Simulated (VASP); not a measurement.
Crystal: TaN.

```
Ta N
1.0
     5.18500    0.00000    0.00000
    -2.59250    4.49034    0.00000
     0.00000    0.00000    2.90800
Ta N
3 3
Direct
  0.00000 0.00000 0.00000
  0.33333 0.66667 0.50000
  0.66667 0.33333 0.50000
  0.50000 0.00000 0.00000
  0.50000 0.50000 0.00000
  0.00000 0.50000 0.00000
```

- Program: VASP 6.6.1
- Task: relaxation of cell and atoms
- Functional: PBE
- Dispersion: D3(BJ)
- Potentials or basis: VASP PAW PBE potentials, release 64 (Ta_pv, N)
- Cutoff: 600 eV
- k mesh: 12 × 12 × 12
- Occupations: gaussian, width 0.1 eV
- Spin: no spin polarisation

At the start: pressure 4.5 GPa; volume 11.28 Å³/atom.

Q: How do energy, volume and symmetry change on relaxing?

A: Over 6 steps the energy falls by 2.4 meV/atom and the volume is 11.45 Å³/atom (+1.5 %); space group P6/mmm (No. 191, to 0.1 Å) before and after.

Step by step:
```tsv
step	energy change (eV)	largest force (eV/Å)	pressure (GPa)	volume (Å³)
1	0.0000	0.0000	4.55	67.71
2	0.0535	0.0000	-9.37	70.89
3	-0.0134	0.0000	-0.05	68.67
4	-0.0134	0.0000	0.04	68.65
5	-0.0145	0.0000	0.07	68.74
6	-0.0145	0.0000	0.06	68.73
```

Final structure:
```xyz
6
Lattice="5.2189 0.0000 0.0000 -2.6094 4.5197 0.0000 0.0000 0.0000 2.9137" Properties=species:S:1:pos:R:3 pbc="T T T"
Ta    0.0000    0.0000    0.0000
Ta    0.0000    3.0131    1.4569
Ta    2.6094    1.5066    1.4569
N     2.6094    0.0000    0.0000
N     1.3047    2.2598    0.0000
N    -1.3047    2.2598    0.0000
```
